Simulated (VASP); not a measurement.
# Dy3C (P4/mmm) in VASP: single point with PBE

Aim: the single point of Dy3C with PBE.

All numbers are computed with VASP 6.6.1; they aren't measurements. Logs are shortened: lines on timing, memory, paths and dates and some standing lists are left out, and cuts for length are marked.

**1. The cell of the first run**

Symmetry: P4/mmm, No. 123, tetragonal system. Conventional cell: a = 5.628 Å, b = 5.628 Å, c = 3.066 Å, α = 90.00°, β = 90.00°, γ = 90.00°. Dy (site symmetry mmm) has 4 Dy at 2.81 to 3.07 Å and 4 C at 3.20 Å within 3.7 Å. Dy (site symmetry 4/mmm) has 6 Dy at 2.81 to 3.07 Å within 3.7 Å. C (site symmetry 4/mmm) has 2 C at 3.07 Å and 8 Dy at 3.20 Å within 4.0 Å.

The cell was built from a structure type or drawn by symmetry, and may not be a known phase.

**2. Single point, PBE**

Contents of INCAR:

```
SYSTEM = Dy3C
PREC     = Accurate       ! precision mode
ENCUT    = 600            ! plane-wave cutoff, eV
EDIFF    = 1E-6           ! SCF threshold, eV
ISMEAR   = 0              ! smearing method
SIGMA    = 0.2            ! smearing width, eV
LREAL    = .False.        ! projectors in reciprocal space
LASPH    = .True.         ! aspherical terms in the spheres
NELM     = 200            ! most SCF steps
ALGO     = Normal         ! electronic algorithm
ISIF     = 2              ! what is computed and relaxed
LWAVE    = .False.        ! write WAVECAR
LCHARG   = .True.         ! write CHGCAR
GGA      = PE             ! functional
LELF     = .True.         ! ELF
LVHAR    = .True.       
NBANDS   = 24             ! bands
GGA_COMPAT= .False.      
LMAXMIX  = 6              ! l up to which the mixer works
```

Contents of KPOINTS:

```
Automatic mesh
0
Gamma
  4 4 6
  0 0 0
```

Contents of POSCAR:

```
Dy3C
1.0
    5.6279234005      0.0000000000      0.0000000000
    0.0000000000      5.6279234005      0.0000000000
    0.0000000000      0.0000000000      3.0658413262
Dy C
3 1
Direct
    0.5000000000      0.0000000000      0.5000000000
    0.0000000000      0.5000000000      0.5000000000
    0.5000000000      0.5000000000      0.5000000000
    0.0000000000      0.0000000000      0.0000000000
```

Potentials or basis: VASP PAW PBE potentials, release 64 (Dy_3, C), 4f in core.

Started as:

```bash
$ cat potpaw_PBE.64/Dy_3/POTCAR potpaw_PBE.64/C/POTCAR > POTCAR
$ mpirun -np 1 vasp_std > vasp.out
```

OUTCAR:

```text
SYSTEM = Dy3C
   PREC = Accurate
   ENCUT = 600
   EDIFF = 1E-6
   ISMEAR = 0
   LREAL = .False.
   LASPH = .True.
   NELM = 200
   ISIF = 2
   GGA = PE

 ion  position               nearest neighbor table
   1  0.500  0.000  0.500-   3 2.81   3 2.81
   2  0.000  0.500  0.500-   3 2.81   3 2.81
   3  0.500  0.500  0.500-   1 2.81   2 2.81   1 2.81   2 2.81
   4  0.000  0.000  0.000-

  LATTYP: Found a simple tetragonal cell.
 ALAT       =     5.6279234005
 C/A-ratio  =     0.5447553401

  Lattice vectors:

 A1 = (   5.6279234005,   0.0000000000,   0.0000000000)
 A2 = (   0.0000000000,   5.6279234005,   0.0000000000)
 A3 = (   0.0000000000,   0.0000000000,   3.0658413262)

Analysis of symmetry for initial positions (statically):
=====================================================================
 Subroutine PRICEL returns:
 Original cell was already a primitive cell.

 Routine SETGRP: Setting up the symmetry group for a
 simple tetragonal supercell.

 Subroutine GETGRP returns: Found 16 space group operations
 (whereof 16 operations were pure point group operations)
 out of a pool of 16 trial point group operations.

The static configuration has the point symmetry D_4h.

Analysis of symmetry for dynamics (positions and initial velocities):
=====================================================================
 Subroutine PRICEL returns:
 Original cell was already a primitive cell.

 Routine SETGRP: Setting up the symmetry group for a
 simple tetragonal supercell.

 Subroutine GETGRP returns: Found 16 space group operations
 (whereof 16 operations were pure point group operations)
 out of a pool of 16 trial point group operations.

The dynamic configuration has the point symmetry D_4h.

 Subroutine INISYM returns: Found 16 space group operations
 (whereof 16 operations are pure point group operations),
 and found     1 'primitive' translations

----------------------------------------------------------------------------------------

                                     Primitive cell

  volume of cell :      97.1060

  direct lattice vectors                    reciprocal lattice vectors
     5.627923401  0.000000000  0.000000000     0.177685432  0.000000000  0.000000000
     0.000000000  5.627923401  0.000000000     0.000000000  0.177685432  0.000000000
     0.000000000  0.000000000  3.065841326     0.000000000  0.000000000  0.326174741

  length of vectors
     5.627923401  5.627923401  3.065841326     0.177685432  0.177685432  0.326174741

  position of ions in fractional coordinates (direct lattice)
     0.500000000  0.000000000  0.500000000
     0.000000000  0.500000000  0.500000000
     0.500000000  0.500000000  0.500000000
     0.000000000  0.000000000  0.000000000

  ion indices of the primitive-cell ions
   primitive index   ion index
                 1           1
                 2           2
                 3           3
                 4           4

----------------------------------------------------------------------------------------

 KPOINTS: Automatic mesh

Automatic generation of k-mesh.
 Grid dimensions read from file:
 generate k-points for:    4    4    6

 Generating k-lattice:

  Cartesian coordinates                     Fractional coordinates (reciprocal lattice)
     0.044421358  0.000000000  0.000000000     0.250000000  0.000000000  0.000000000
     0.000000000  0.044421358  0.000000000     0.000000000  0.250000000  0.000000000
     0.000000000  0.000000000  0.054362457     0.000000000  0.000000000  0.166666667

  Length of vectors
     0.044421358  0.044421358  0.054362457

  Shift w.r.t. Gamma in fractional coordinates (k-lattice)
     0.000000000  0.000000000  0.000000000

 Subroutine IBZKPT returns following result:
 ===========================================

 Found     24 irreducible k-points:

 Following reciprocal coordinates:
            Coordinates               Weight
  0.000000  0.000000  0.000000      1.000000
  0.250000  0.000000  0.000000      4.000000
  0.500000  0.000000  0.000000      2.000000
  0.250000  0.250000  0.000000      4.000000
  0.500000  0.250000  0.000000      4.000000
  0.500000  0.500000  0.000000      1.000000
[... 16 lines left out ...]
  0.500000  0.250000  0.500000      4.000000
  0.500000  0.500000  0.500000      1.000000
   k-points           NKPTS =     24   k-points in BZ     NKDIM =     24   number of bands    NBANDS=     24
   number of dos      NEDOS =    301   number of ions     NIONS =      4
   total plane-waves  NPLWV =  55296
   dimension x,y,z NGX =    48 NGY =   48 NGZ =   24
   dimension x,y,z NGXF=    96 NGYF=   96 NGZF=   48
   ions per type =               3   1
   NGX,Y,Z   is equivalent  to a cutoff of  14.18, 14.18, 13.01 a.u.
   NGXF,Y,Z  is equivalent  to a cutoff of  28.36, 28.36, 26.03 a.u.
 SYSTEM =  Dy3C
   PREC   = accura    normal or accurate (medium, high low for compatibility)
   ISTART =      0    job   : 0-new  1-cont  2-samecut
   ICHARG =      2    charge: 1-file 2-atom 10-const
   ISPIN  =      1    spin polarized calculation?
   LNONCOLLINEAR =      F non collinear calculations
   LSORBIT =      F    spin-orbit coupling
   LASPH  =      T    aspherical Exc in radial PAW
   ENCUT  =  600.0 eV  44.10 Ry    6.64 a.u.  11.24 11.24  6.12*2*pi/ulx,y,z
   NELM   =    200;   NELMIN=  2; NELMDL= -5     # of ELM steps
   EDIFF  = 0.1E-05   stopping-criterion for ELM
   LREAL  =      F    real-space projection
   EDIFFG = 0.1E-04   stopping-criterion for IOM
   NSW    =      0    number of steps for IOM
   IBRION =     -1    ionic relax: 0-MD 1-quasi-New 2-CG
   NFREE  =      0    steps in history (QN), initial steepest desc. (CG)
   ISIF   =      2    stress and relaxation
   ISYM   =      2    0-nonsym 1-usesym 2-fastsym
   POTIM  = 0.5000    time-step for ionic-motion
   TEBEG  =    0.0;   TEEND  =   0.0 temperature during run
   PSTRESS=    0.0 pullay stress
   NELECT =      31.0000    total number of electrons
   NUPDOWN=      -1.0000    fix difference up-down
   EMIN   =  10.00;   EMAX   =-10.00  energy-range for DOS
   EFERMI =   0.00;   METHOD = LEGACY
   ISMEAR =     0;   SIGMA  =   0.20  broadening in eV -4-tet -1-fermi 0-gaus
   EFERMI_NEDOS =   21; number of points for ismear=-14 and -15
   IALGO  =     38    algorithm
   IMIX   =      4    mixing-type and parameters
     AMIX     =   0.40;   BMIX     =  1.00
     AMIX_MAG =   1.60;   BMIX_MAG =  1.00
  volume/ion in A,a.u.               =      24.28       163.83
  Fermi-wavevector in a.u.,A,eV,Ry     =   1.118871  2.114360 17.032760  1.251873
  Thomas-Fermi vector in A             =   2.255506
   LORBIT       =      0    0 simple, 1 ext, 2 COOP (PROOUT), +10 PAW based schemes
   GGA     = PE    functional components
   LHFCALC =     F    Hartree Fock is set to
   AEXX    =    0.0000 exact exchange contribution
   IVDW    =     0    specifies the selected vdW correction
   LEPSILON=     F    determine dielectric tensor
   LRPA    =     F    only Hartree local field effects (RPA)
 non-spin polarized calculation
 Gauss-broadening in eV      SIGMA  =   0.20
  energy-cutoff  :      600.00
  volume of cell :       97.11
 maximum number of plane-waves:      3276
 NGX is ok and might be reduce to    48
   NGX = 23   NGY = 23   NGZ = 13

 number of electron      31.0000000 magnetization

 Free energy of the ion-electron system (eV)
  ---------------------------------------------------
  ext. energy  EPLUGINS =         0.00000000
  ---------------------------------------------------
  free energy    TOTEN  =       -16.09182790 eV

  energy without entropy =      -15.97159581  energy(sigma->0) =      -16.03171185

 E-fermi :   3.1933     XC(G=0): -10.1940

 val. band max:        3.1749600190   @ k =   0.2500   0.0000   0.1667
 cond. band min:       3.2115314157   @ k =   0.5000   0.2500   0.0000
 fundamental gap:      0.0365713967
 Fermi energy:         3.1933427767

 k-point     1 :       0.0000    0.0000    0.0000
  band No.  band energies     occupation
      1     -21.3077      2.00000
      2     -21.3077      2.00000
      3     -20.0224      2.00000
      4     -20.0224      2.00000
      5     -19.5778      2.00000
      6     -19.5064      2.00000
[... 16 lines left out ...]
     23       7.0560      0.00000
     24       7.0560      0.00000

 k-point     2 :       0.2500    0.0000    0.0000
  band No.  band energies     occupation
      1     -21.3010      2.00000
      2     -21.0071      2.00000
      3     -20.0313      2.00000
      4     -20.0278      2.00000
      5     -19.5625      2.00000
      6     -19.5089      2.00000
[... 16 lines left out ...]
     23       6.7270      0.00000
     24       7.1723      0.00000

 k-point     3 :       0.5000    0.0000    0.0000
  band No.  band energies     occupation
      1     -21.2942      2.00000
      2     -20.3910      2.00000
      3     -20.1564      2.00000
      4     -20.0333      2.00000
      5     -19.7936      2.00000
      6     -19.5439      2.00000
[... 16 lines left out ...]
     23       6.5405      0.00000
     24       8.1574      0.00000

 k-point     4 :       0.2500    0.2500    0.0000
  band No.  band energies     occupation
      1     -21.0126      2.00000
      2     -20.9868      2.00000
      3     -20.0694      2.00000
      4     -19.9967      2.00000
      5     -19.5476      2.00000
      6     -19.5102      2.00000
[... 16 lines left out ...]
     23       6.8068      0.00000
     24       7.3880      0.00000

 k-point     5 :       0.5000    0.2500    0.0000
  band No.  band energies     occupation
      1     -20.9929      2.00000
      2     -20.3902      2.00000
      3     -20.1314      2.00000
      4     -20.0188      2.00000
      5     -19.8378      2.00000
      6     -19.5294      2.00000
[... 451 lines left out ...]
 k-point    22 :       0.2500    0.2500    0.5000
  band No.  band energies     occupation
      1     -20.8254      2.00000
      2     -20.8127      2.00000
      3     -20.8037      2.00000
      4     -20.7352      2.00000
      5     -20.1687      2.00000
      6     -19.9101      2.00000
[... 16 lines left out ...]
     23       6.3755      0.00000
     24       7.2788      0.00000

 k-point    23 :       0.5000    0.2500    0.5000
  band No.  band energies     occupation
      1     -20.8086      2.00000
      2     -20.7760      2.00000
      3     -20.7442      2.00000
      4     -20.2328      2.00000
      5     -20.2005      2.00000
      6     -19.9633      2.00000
[... 16 lines left out ...]
     23       6.1708      0.00000
     24       6.2114      0.00000

 k-point    24 :       0.5000    0.5000    0.5000
  band No.  band energies     occupation
      1     -20.7440      2.00000
      2     -20.7440      2.00000
      3     -20.2702      2.00000
      4     -20.2369      2.00000
      5     -20.1961      2.00000
      6     -19.9422      2.00000
[... 16 lines left out ...]
     23       6.0852      0.00000
     24       6.7123      0.00000

------------------------ aborting loop because EDIFF is reached ----------------------------------------

  FORCE on cell =-STRESS in cart. coord.  units (eV):
  Direction    XX          YY          ZZ          XY          YZ          ZX
  --------------------------------------------------------------------------------------
  -------------------------------------------------------------------------------------
  Total        0.3782966      0.3782966     -0.0446432      0.0000000      0.0000000      0.0000000
  in kB        6.2416148      6.2416148     -0.7365792      0.0000000      0.0000000      0.0000000
  external PRESSURE =       3.9155502 kB  Pullay stress =       0.0000000 kB

 VOLUME and BASIS-vectors are now :
 -----------------------------------------------------------------------------
  energy-cutoff  :      600.00
  volume of cell :       97.11
      direct lattice vectors                 reciprocal lattice vectors
     5.627923401  0.000000000  0.000000000     0.177685432  0.000000000  0.000000000
     0.000000000  5.627923401  0.000000000     0.000000000  0.177685432  0.000000000
     0.000000000  0.000000000  3.065841326     0.000000000  0.000000000  0.326174741

 POSITION                                       TOTAL-FORCE (eV/Angst)
 -----------------------------------------------------------------------------------
      2.81396      0.00000      1.53292         0.000000      0.000000      0.000000
      0.00000      2.81396      1.53292         0.000000      0.000000      0.000000
      2.81396      2.81396      1.53292         0.000000      0.000000      0.000000
      0.00000      0.00000      0.00000         0.000000      0.000000      0.000000
 -----------------------------------------------------------------------------------
    total drift:                                0.000000      0.000000     -0.000000

  FREE ENERGIE OF THE ION-ELECTRON SYSTEM (eV)
  ---------------------------------------------------
  free  energy   TOTEN  =       -16.0918278964 eV

  energy  without entropy=      -15.9715958073  energy(sigma->0) =      -16.03171185
```

Run time: 38 s. Hardware: 1 thread of AMD EPYC 9R45 (Zen 5), shared host; peak memory 0.22 GiB.

Results:

```yaml
Free_energy: -16.0918 eV
Pressure: 0.4 GPa
Band_gap_on_the_k_mesh: zero (an odd number of electrons rules out a gap without spin polarisation)
```

Caveat: spin-orbit coupling is left out, which moves the levels of the heavy elements; the 4f electrons are frozen in the core, so they carry no moment and show no levels.
